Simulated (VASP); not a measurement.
Here is a VASP 6.6.1 calculation.

POSCAR

```
GaSb
1.0
   -2.7534340000      2.7534340000      1.5907070000
    2.7534340000     -2.7534340000      1.5907070000
    2.7534340000      2.7534340000     -1.5907070000
Sb Ga
1 1
Direct
    0.0000000000      0.0000000000      0.0000000000
    0.7500000000      0.2500000000      0.5000000000
```

The input INCAR.step1:

```
SYSTEM = GaSb
PREC = Accurate ; ENCUT = 520
EDIFF = 1E-5 ; ISMEAR = -1
SIGMA = 0.05 ; LREAL = .False.
LASPH = .True. ; NELM = 100
ALGO = Normal ; ISIF = 2
LWAVE = .True. ; LCHARG = .False.
GGA = PE ; NBANDS = 16
LUSENCCL = .False.
```

File INCAR.step2:

```
SYSTEM = GaSb
PREC = Accurate ; ENCUT = 520
EDIFF = 1E-6 ; ISMEAR = -1
SIGMA = 0.05 ; LREAL = .False.
LASPH = .True. ; NELM = 100
ALGO = Normal ; ISIF = 2
LWAVE = .False. ; LCHARG = .False.
METAGGA = R2SCAN ; LHFCALC = .True.
AEXX = 0.5 ; LMIXTAU = .True.
PRECFOCK = Normal ; ISTART = 1
NBANDS = 16 ; LUSENCCL = .False.
```

The input KPOINTS:

```
regular mesh
0
Gamma
  5 5 5
  0 0 0
```

Potentials or basis: VASP PAW PBE potentials, release 64 (Sb, Ga_d).

Launch:

```bash
$ cat potpaw_PBE.64/Sb/POTCAR potpaw_PBE.64/Ga_d/POTCAR > POTCAR
$ cp INCAR.step1 INCAR
$ mpirun -np 1 vasp_std > vasp.out
$ cp INCAR.step2 INCAR
$ mpirun -np 1 vasp_std > vasp.out
```

**Question.** What does it give for the band gap on the k mesh?

**Answer.** Zero (bands 9 and 10 overlap by 4.55 eV).

**Question.** Predict the pressure.

**Answer.** -5.6 GPa.

Stress tensor (GPa, compression positive):
```
-5.92  0.00  0.00
 0.00 -5.92  0.00
 0.00  0.00 -5.02
```

Caveat: the k points lie up to 0.46 Å⁻¹ apart, too coarse for converged energies and pressures of a metal; the PAW data sets were made with another functional, which shifts forces and pressure a little; spin-orbit coupling is left out, which moves the levels of the heavy elements.
